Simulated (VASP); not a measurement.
# Zn2SnN3 (P-3m1) in VASP: further runs, part 2 of 2

VASP 6.6.1. The steps go on from the part before.

## (3) Single point, PBE

This run uses another cell than the first one, of 14.40 Å³/atom, 1.289 times its volume.

Input file INCAR:

```
PREC = Accurate
ENCUT = 520
EDIFF = 1E-6
ISMEAR = 0
SIGMA = 0.1
LREAL = F
LASPH = T
NELM = 80
ALGO = Normal
ISIF = 2
LWAVE = F
LCHARG = F
GGA = PE
NBANDS = 36
```

Input file KPOINTS:

```
Automatic mesh
0
Gamma
  6 6 2
```

Input file POSCAR:

```
Zn2SnN3
1.0
    3.4400808600      0.0000000000      0.0000000000
   -1.7200404300      2.9791974200      0.0000000000
    0.0000000000      0.0000000000      8.4291532300
Zn Sn N
2 1 3
Direct
    0.3333333300      0.6666666700      0.6638077500
    0.6666666700      0.3333333300      0.3361922500
    0.0000000000      0.0000000000      0.0000000000
    0.3333333300      0.6666666700      0.1732381300
    0.6666666700      0.3333333300      0.8267618700
    0.0000000000      0.0000000000      0.5000000000
```

Potentials or basis: VASP PAW PBE potentials, release 64 (Zn, Sn_d, N).

Launch:

```
$ cat potpaw_PBE.64/Zn/POTCAR potpaw_PBE.64/Sn_d/POTCAR potpaw_PBE.64/N/POTCAR > POTCAR
$ mpirun -np 1 vasp_std > vasp.out
```

OUTCAR:

```text
PREC = Accurate
   ENCUT = 520
   EDIFF = 1E-6
   ISMEAR = 0
   LREAL = F
   LASPH = T
   NELM = 80
   ISIF = 2
   GGA = PE

 ion  position               nearest neighbor table
   1  0.333  0.667  0.664-
   2  0.667  0.333  0.336-
   3  0.000  0.000  0.000-   4 2.47   5 2.47   5 2.47   4 2.47   5 2.47   4 2.47
   4  0.333  0.667  0.173-   3 2.47   3 2.47   3 2.47
   5  0.667  0.333  0.827-   3 2.47   3 2.47   3 2.47
   6  0.000  0.000  0.500-

  LATTYP: Found a hexagonal cell.
 ALAT       =     3.4400808600
 C/A-ratio  =     2.4502776455

  Lattice vectors:

 A1 = (   3.4400808600,   0.0000000000,   0.0000000000)
 A2 = (  -1.7200404300,   2.9791974200,   0.0000000000)
 A3 = (   0.0000000000,   0.0000000000,   8.4291532300)

Analysis of symmetry for initial positions (statically):
=====================================================================
 Subroutine PRICEL returns:
 Original cell was already a primitive cell.

 Routine SETGRP: Setting up the symmetry group for a
 hexagonal supercell.

 Subroutine GETGRP returns: Found 12 space group operations
 (whereof 12 operations were pure point group operations)
 out of a pool of 24 trial point group operations.

The static configuration has the point symmetry D_3d.

Analysis of symmetry for dynamics (positions and initial velocities):
=====================================================================
 Subroutine PRICEL returns:
 Original cell was already a primitive cell.

 Routine SETGRP: Setting up the symmetry group for a
 hexagonal supercell.

 Subroutine GETGRP returns: Found 12 space group operations
 (whereof 12 operations were pure point group operations)
 out of a pool of 24 trial point group operations.

[... 113 lines left out ...]
   EFERMI_NEDOS =   21; number of points for ismear=-14 and -15
   IALGO  =     38    algorithm
   IMIX   =      4    mixing-type and parameters
     AMIX     =   0.40;   BMIX     =  1.00
     AMIX_MAG =   1.60;   BMIX_MAG =  1.00
  volume/ion in A,a.u.               =      14.40        97.16
  Fermi-wavevector in a.u.,A,eV,Ry     =   1.391072  2.628744 26.328366  1.935080
  Thomas-Fermi vector in A             =   2.514946
   LORBIT       =      0    0 simple, 1 ext, 2 COOP (PROOUT), +10 PAW based schemes
   GGA     = PE    functional components
   LHFCALC =     F    Hartree Fock is set to
   AEXX    =    0.0000 exact exchange contribution
   IVDW    =     0    specifies the selected vdW correction
   LEPSILON=     F    determine dielectric tensor
   LRPA    =     F    only Hartree local field effects (RPA)
 non-spin polarized calculation
 Gauss-broadening in eV      SIGMA  =   0.10
  energy-cutoff  :      520.00
  volume of cell :       86.39
 maximum number of plane-waves:      2357
 NGX is ok and might be reduce to    28
   NGX = 13   NGY = 13   NGZ = 31

 number of electron      53.0000015 magnetization

 Free energy of the ion-electron system (eV)
  ---------------------------------------------------
  ext. energy  EPLUGINS =         0.00000000
  ---------------------------------------------------
  free energy    TOTEN  =       -26.24405573 eV

  energy without entropy =      -26.23063533  energy(sigma->0) =      -26.23734553

 E-fermi :   3.3872     XC(G=0): -10.8642

 val. band max:        3.3329014760   @ k =   0.3333   0.1667   0.0000
 cond. band min:       3.3914839615   @ k =   0.3333   0.0000   0.0000
 fundamental gap:      0.0585824855
 Fermi energy:         3.3872348802

 k-point     1 :       0.0000    0.0000    0.0000
  band No.  band energies     occupation
      1     -17.7349      2.00000
      2     -17.7349      2.00000
      3     -17.7173      2.00000
      4     -17.6377      2.00000
      5     -17.6377      2.00000
      6     -10.9221      2.00000
[... 535 lines left out ...]
     35      12.0743      0.00000
     36      12.0749      0.00000

------------------------ aborting loop because EDIFF is reached ----------------------------------------

  FORCE on cell =-STRESS in cart. coord.  units (eV):
  Direction    XX          YY          ZZ          XY          YZ          ZX
  --------------------------------------------------------------------------------------
  -------------------------------------------------------------------------------------
  Total      -12.3425847    -12.3425848    -12.2735707      0.0000000      0.0000000      0.0000000
  in kB     -228.9100273   -228.9100280   -227.6300682      0.0000000      0.0000000      0.0000000
  external PRESSURE =    -228.4833745 kB  Pullay stress =       0.0000000 kB

 VOLUME and BASIS-vectors are now :
 -----------------------------------------------------------------------------
  energy-cutoff  :      520.00
  volume of cell :       86.39
      direct lattice vectors                 reciprocal lattice vectors
     3.440080860  0.000000000  0.000000000     0.290690841  0.167830435  0.000000000
    -1.720040430  2.979197420  0.000000000     0.000000000  0.335660871  0.000000000
     0.000000000  0.000000000  8.429153230     0.000000000  0.000000000  0.118635879

 POSITION                                       TOTAL-FORCE (eV/Angst)
 -----------------------------------------------------------------------------------
     -0.00000      1.98613      5.59534        -0.000000      0.000000     -0.658211
      1.72004      0.99307      2.83382         0.000000     -0.000000      0.658211
      0.00000      0.00000      0.00000        -0.000000      0.000000     -0.000000
     -0.00000      1.98613      1.46025         0.000000     -0.000000     -1.237110
      1.72004      0.99307      6.96890        -0.000000      0.000000      1.237110
      0.00000      0.00000      4.21458        -0.000000      0.000000     -0.000000
 -----------------------------------------------------------------------------------
    total drift:                                0.000000     -0.000000      0.000000

  FREE ENERGIE OF THE ION-ELECTRON SYSTEM (eV)
  ---------------------------------------------------
  free  energy   TOTEN  =       -26.2440557283 eV

  energy  without entropy=      -26.2306353347  energy(sigma->0) =      -26.23734553
```

OSZICAR:

```text
N       E                     dE             d eps       ncg     rms          rms(c)
DAV:   1     0.485961903573E+03    0.48596E+03   -0.24731E+04  1008   0.209E+03
DAV:   2     0.466498254087E+02   -0.43931E+03   -0.42125E+03  1016   0.500E+02
DAV:   3    -0.255623576529E+02   -0.72212E+02   -0.69973E+02  1128   0.175E+02
DAV:   4    -0.301754577144E+02   -0.46131E+01   -0.45320E+01  1264   0.447E+01
DAV:   5    -0.302703917438E+02   -0.94934E-01   -0.94784E-01  1292   0.709E+00    0.114E+01
DAV:   6    -0.262607551914E+02    0.40096E+01   -0.12649E+01  1716   0.714E+01    0.686E+00
DAV:   7    -0.263074598481E+02   -0.46705E-01   -0.38891E+00  1160   0.163E+01    0.358E+00
DAV:   8    -0.262801402684E+02    0.27320E-01   -0.53509E-01  1316   0.404E+00    0.168E+00
DAV:   9    -0.262678142399E+02    0.12326E-01   -0.36001E-01  1388   0.244E+00    0.120E+00
DAV:  10    -0.262438909387E+02    0.23923E-01   -0.10715E-01  1356   0.142E+00    0.319E-01
DAV:  11    -0.262438368836E+02    0.54055E-04   -0.77153E-03  1224   0.576E-01    0.180E-01
DAV:  12    -0.262440841926E+02   -0.24731E-03   -0.12250E-03  1480   0.291E-01    0.658E-02
DAV:  13    -0.262440618520E+02    0.22341E-04   -0.23801E-04  1184   0.147E-01    0.218E-02
DAV:  14    -0.262440567449E+02    0.51071E-05   -0.46336E-05  1240   0.428E-02    0.100E-02
DAV:  15    -0.262440557304E+02    0.10145E-05   -0.60308E-06  1180   0.216E-02    0.300E-03
DAV:  16    -0.262440557283E+02    0.20627E-08   -0.56351E-07   632   0.550E-03
   1 F= -.26244056E+02 E0= -.26237346E+02  d E =-.134204E-01
```

It took 44 s on 1 thread of Intel Xeon Platinum 8375C at 2.90GHz (Ice Lake), shared host; peak memory 0.23 GiB.

Results:

```
Free energy   : -26.2441 eV
Pressure      : -22.8 GPa
Largest force : 1.237 eV/Å
```

Forces in eV/Å, atoms in the order of the input:
```
Zn   0.000  0.000 -0.658
Zn   0.000  0.000  0.658
Sn   0.000  0.000  0.000
N    0.000  0.000 -1.237
N    0.000  0.000  1.237
N    0.000  0.000  0.000
```

Caveat: the k points lie up to 0.37 Å⁻¹ apart; spin-orbit coupling is left out, which moves the levels of the heavy elements; forces of over 1 eV/Å act on the atoms, so gaps and moduli don't describe the material at rest.

## (4) Relaxation of cell and atoms, PBE

This run uses another cell than the first one, of 14.40 Å³/atom, 1.289 times its volume.

Input file INCAR:

```
  ALGO = Normal
  EDIFF = 1E-6
  EDIFFG = -0.04
  ENCUT = 600
  GGA = PE
  IBRION = 2
  ISIF = 3
  ISMEAR = 0
  LASPH = True
  LCHARG = False
  LREAL = False
  LWAVE = False
  NELM = 60
  NSW = 90
  PREC = Accurate
  SIGMA = 0.1
```

Input file KPOINTS:

```
k-points
0
Gamma
  6 6 2
```

POSCAR is that of step 3.

Potentials or basis: VASP PAW PBE potentials, release 64 (Zn, Sn_d, N).

Launch:

```
$ cat potpaw_PBE.64/Zn/POTCAR potpaw_PBE.64/Sn_d/POTCAR potpaw_PBE.64/N/POTCAR > POTCAR
$ mpirun -np 1 vasp_std > vasp.out
```

OUTCAR:

```text
EDIFF = 1E-6
   EDIFFG = -0.04
   ENCUT = 600
   GGA = PE
   IBRION = 2
   ISIF = 3
   ISMEAR = 0
   LASPH = True
   LREAL = False
   NELM = 60
   NSW = 90
   PREC = Accurate

 ion  position               nearest neighbor table
   1  0.333  0.667  0.664-
   2  0.667  0.333  0.336-
   3  0.000  0.000  0.000-   4 2.47   5 2.47   5 2.47   4 2.47   5 2.47   4 2.47
   4  0.333  0.667  0.173-   3 2.47   3 2.47   3 2.47
   5  0.667  0.333  0.827-   3 2.47   3 2.47   3 2.47
   6  0.000  0.000  0.500-

  LATTYP: Found a hexagonal cell.
 ALAT       =     3.4400808600
 C/A-ratio  =     2.4502776455

  Lattice vectors:

 A1 = (   3.4400808600,   0.0000000000,   0.0000000000)
 A2 = (  -1.7200404300,   2.9791974200,   0.0000000000)
 A3 = (   0.0000000000,   0.0000000000,   8.4291532300)

Analysis of symmetry for initial positions (statically):
=====================================================================
 Subroutine PRICEL returns:
 Original cell was already a primitive cell.

 Routine SETGRP: Setting up the symmetry group for a
 hexagonal supercell.

 Subroutine GETGRP returns: Found 12 space group operations
 (whereof 12 operations were pure point group operations)
 out of a pool of 24 trial point group operations.

The static configuration has the point symmetry D_3d.

Analysis of symmetry for dynamics (positions and initial velocities):
=====================================================================
[... 142 lines left out ...]
  volume of cell :       86.39
 maximum number of plane-waves:      2926
 NGX is ok and might be reduce to    28
   NGX = 13   NGY = 13   NGZ = 33

--------------------------------------- Ionic step        1  -------------------------------------------

 number of electron      53.0000001 magnetization

 Free energy of the ion-electron system (eV)
  ---------------------------------------------------
  ext. energy  EPLUGINS =         0.00000000
  ---------------------------------------------------
  free energy    TOTEN  =       -26.24791696 eV

  energy without entropy =      -26.23449656  energy(sigma->0) =      -26.24120676

 E-fermi :   3.3869     XC(G=0): -10.8643

 val. band max:        3.3325722409   @ k =   0.3333   0.1667   0.0000
 cond. band min:       3.3912048171   @ k =   0.3333   0.0000   0.0000
 fundamental gap:      0.0586325762
 Fermi energy:         3.3869393638

 k-point     1 :       0.0000    0.0000    0.0000
  band No.  band energies     occupation
      1     -17.7348      2.00000
      2     -17.7348      2.00000
      3     -17.7171      2.00000
      4     -17.6375      2.00000
      5     -17.6375      2.00000
      6     -10.9229      2.00000
[... 784 lines left out ...]
--------------------------------------- Ionic step        9  -------------------------------------------

 number of electron      53.0000007 magnetization

 Free energy of the ion-electron system (eV)
  ---------------------------------------------------
  ext. energy  EPLUGINS =         0.00000000
  ---------------------------------------------------
  free energy    TOTEN  =       -28.36314678 eV

  energy without entropy =      -28.35595952  energy(sigma->0) =      -28.35955315

 E-fermi :   5.8422     XC(G=0): -12.1347

 val. band max:        5.7756263943   @ k =   0.3333   0.1667   0.0000
 cond. band min:       6.0009332897   @ k =   0.3333   0.0000   0.5000
 fundamental gap:      0.2253068954
 Fermi energy:         5.8422474287

 k-point     1 :       0.0000    0.0000    0.0000
  band No.  band energies     occupation
      1     -15.1784      2.00000
      2     -15.1784      2.00000
      3     -15.1635      2.00000
      4     -14.9753      2.00000
      5     -14.9753      2.00000
      6     -10.5269      2.00000
[... 498 lines left out ...]
  FREE ENERGIE OF THE ION-ELECTRON SYSTEM (eV)
  ---------------------------------------------------
  free  energy   TOTEN  =       -28.3631467769 eV

  energy  without entropy=      -28.3559595217  energy(sigma->0) =      -28.35955315

 reached required accuracy - stopping structural energy minimisation
```

OSZICAR:

```text
N       E                     dE             d eps       ncg     rms          rms(c)
DAV:   1     0.507546727525E+03    0.50755E+03   -0.28205E+04   875   0.266E+03
DAV:   2     0.489762751353E+02   -0.45857E+03   -0.44990E+03   875   0.607E+02
DAV:   3    -0.256405105121E+02   -0.74617E+02   -0.73279E+02  1044   0.201E+02
DAV:   4    -0.301397324228E+02   -0.44992E+01   -0.44412E+01  1054   0.505E+01
[... 90 lines left out ...]
DAV:   2    -0.283632100663E+02    0.76642E-04   -0.25288E-03  1067   0.592E-01    0.646E-02
DAV:   3    -0.283631681616E+02    0.41905E-04   -0.32803E-04  1145   0.147E-01    0.435E-02
DAV:   4    -0.283631486211E+02    0.19540E-04   -0.14434E-04  1193   0.102E-01    0.159E-02
DAV:   5    -0.283631464986E+02    0.21225E-05   -0.24543E-05  1190   0.477E-02    0.518E-03
DAV:   6    -0.283631467769E+02   -0.27828E-06   -0.36701E-06   898   0.181E-02
   9 F= -.28363147E+02 E0= -.28359553E+02  d E =-.612650E-03
```

It took 4.7 min on 1 thread of Intel Xeon Platinum 8375C at 2.90GHz (Ice Lake), shared host; peak memory 0.26 GiB.

What came out:

| Quantity | Value |
| --- | --- |
| Free energy | -28.3631 eV |
| Relaxed volume | 11.21 Å³/atom |
| Relaxed cell | a = 3.165 Å, b = 3.165 Å, c = 7.755 Å, α = 90.00°, β = 90.00°, γ = 120.00° |
| Space group after relaxing (to 0.05 Å) | P-3m1 (No. 164) |
| Energy gained by relaxing | 352.5 meV/atom |
| Ionic steps | 9 |
| Pressure after relaxing | -0.1 GPa |
| Largest force after relaxing | 0.032 eV/Å |

Forces in eV/Å, atoms in the order of the input:
```
Zn   0.000  0.000 -0.032
Zn   0.000  0.000  0.032
Sn   0.000  0.000  0.000
N    0.000  0.000  0.019
N    0.000  0.000 -0.019
N    0.000  0.000  0.000
```

Stress tensor (GPa, compression positive):
```
-0.11  0.00  0.00
 0.00 -0.11  0.00
 0.00  0.00 -0.23
```

The path:
```csv
step,energy change (eV),largest force (eV/Å),pressure (GPa),volume (Å³)
1,0.0000,1.2379,-22.97,86.39
2,-1.9069,0.9211,11.02,63.07
3,-2.0048,0.9412,1.18,66.27
4,-2.0951,0.3847,1.66,66.33
5,-2.1074,0.1396,2.21,66.36
6,-2.1109,0.0528,-1.79,67.95
7,-2.1146,0.0729,-0.14,67.28
8,-2.1146,0.0711,-0.26,67.30
9,-2.1152,0.0317,-0.15,67.26
```

Final structure:
```cif
data_structure
_symmetry_space_group_name_H-M 'P 1'
_symmetry_Int_Tables_number 1
_cell_length_a 3.1645
_cell_length_b 3.1645
_cell_length_c 7.7553
_cell_angle_alpha 90.000
_cell_angle_beta 90.000
_cell_angle_gamma 120.000
_cell_volume 67.26
loop_
_atom_site_label
_atom_site_type_symbol
_atom_site_fract_x
_atom_site_fract_y
_atom_site_fract_z
_atom_site_occupancy
Zn1 Zn 0.33333 0.66667 0.65041 1
Zn2 Zn 0.66667 0.33333 0.34959 1
Sn1 Sn 0.00000 0.00000 0.00000 1
N1 N 0.33333 0.66667 0.16092 1
N2 N 0.66667 0.33333 0.83908 1
N3 N 0.00000 0.00000 0.50000 1
```

Levels at points of the mesh, in eV from the Fermi level:
```
           k point  band 24  band 25  band 26  band 27  band 28  band 29
(0.00, 0.00, 0.00)    -0.36    -0.36     0.37     0.37     1.20     4.08
(0.50, 0.00, 0.00)    -1.21    -1.16    -0.66    -0.48     1.38     5.04
(0.00, 0.00, 0.50)    -0.45    -0.45     0.42     0.42     2.70     3.61
(0.50, 0.00, 0.50)    -2.53    -1.52     0.16     0.21     2.39     3.80
```

Caveat: the k points lie up to 0.41 Å⁻¹ apart in the final cell; the volume moved by over 15 % at a fixed basis, so the end points are rough; spin-orbit coupling is left out, which moves the levels of the heavy elements.

## (5) Overview

```csv
task,cell,cutoff (eV),gap on the mesh (eV),pressure (GPa),largest force (eV/Å)
single point,"a = 3.162, b = 3.162, c = 7.739 Å, angles 90.0, 90.0, 120.0°, 6 atoms",520,none,0.5,0.02
single point,"a = 3.440, b = 3.440, c = 8.429 Å, angles 90.0, 90.0, 120.0°, 6 atoms",520,none,-22.8,1.24
relaxation of cell and atoms,"relaxed from a = 3.440, b = 3.440, c = 8.429 Å, angles 90.0, 90.0, 120.0°, 6 atoms",600,none,-0.1,0.03
```

Alike in all rows: level PBE; potentials or basis VASP PAW PBE potentials, release 64 (Zn, Sn_d, N); no spin polarisation; k mesh 6 × 6 × 2; smearing gaussian 0.1 eV.

Caveats: all runs use coarse meshes; spin-orbit coupling is left out, which moves the levels of the heavy elements; forces of over 1 eV/Å act on the atoms, so gaps and moduli don't describe the material at rest (some runs); the volume moved by over 15 % at a fixed basis, so the end points are rough (some runs).

Total energies depend on the potentials used, so only differences within one code and one set of settings carry meaning.
